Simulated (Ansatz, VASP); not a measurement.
**Two plane-wave programs on Re**

```
Re
1.0
     1.46264   -4.80802    0.00000
     1.46264    4.80802    0.00000
     0.00000    0.00000    4.43069
Re
4
Cartesian
  1.4626 3.4641 4.4307
  1.4626 -1.3439 2.2153
  1.4626 -3.4641 0.0000
  1.4626 1.3439 2.2154
```

Alike in both runs: functional PBEsol; k mesh 6 × 6 × 4; occupations gaussian, width 0.1 eV; no spin polarisation.

Ansatz relaxed the structure, and its values are those at the end. VASP's run is a single point on that final structure, the one shown.

|  | VASP | Ansatz |
| --- | --- | --- |
| version | VASP 6.6.1 | Ansatz 0.2.0 |
| potentials or method | VASP PAW PBE potentials, release 64 (Re_sv_GW), cutoff 500 eV | scalar-relativistic, plane waves, PAW |
| valence electrons in the cell | 60 | 60 |

|  | VASP | Ansatz | Ansatz less VASP |
| --- | --- | --- | --- |
| gap on the k mesh at the Fermi level (eV) | none | none | - |
| pressure (GPa) | -2.4 | 0.0 | +2.40 |
| rms of the force components (eV/Å) | 0.001 | 0.003 | +0.0025 |

VASP's potentials were made for PBE, not for PBEsol. A gap of «none» marks a metal or a gap that the smearing closes. With one functional, cell and mesh, what is left measures potentials, basis and numerics.

The k mesh is coarse, so the values compare programs but aren't converged. Neither program's run includes spin-orbit coupling.
